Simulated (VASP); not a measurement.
Here is a VASP 6.6.1 calculation.

INCAR

```
SYSTEM = Nb
PREC = Accurate ; ENCUT = 520
EDIFF = 1E-6 ; ISMEAR = -1
SIGMA = 0.05 ; LREAL = .False.
LASPH = .True. ; NELM = 100
ALGO = Normal ; ISIF = 2
LWAVE = .False. ; LCHARG = .True.
GGA = PE ; LELF = .True.
LVHAR = .True. ; NBANDS = 12
```

The input KPOINTS:

```
regular mesh
0
Gamma
  15 15 15
  0 0 0
```

Contents of POSCAR:

```
Nb
1.0
    2.4939395802      0.0000000000      0.0000000000
    0.0000000000      2.4939395802      0.0000000000
    0.0000000000      0.0000000000      2.4939395802
Nb
1
Direct
    0.0000000000      0.0000000000      0.0000000000
```

Potentials or basis: VASP PAW PBE potentials, release 64 (Nb_sv).

Run with:

```console
$ cat potpaw_PBE.64/Nb_sv/POTCAR > POTCAR
$ mpirun -np 1 vasp_std > vasp.out
```

Q: Estimate the pressure.

A: 55.0 GPa.
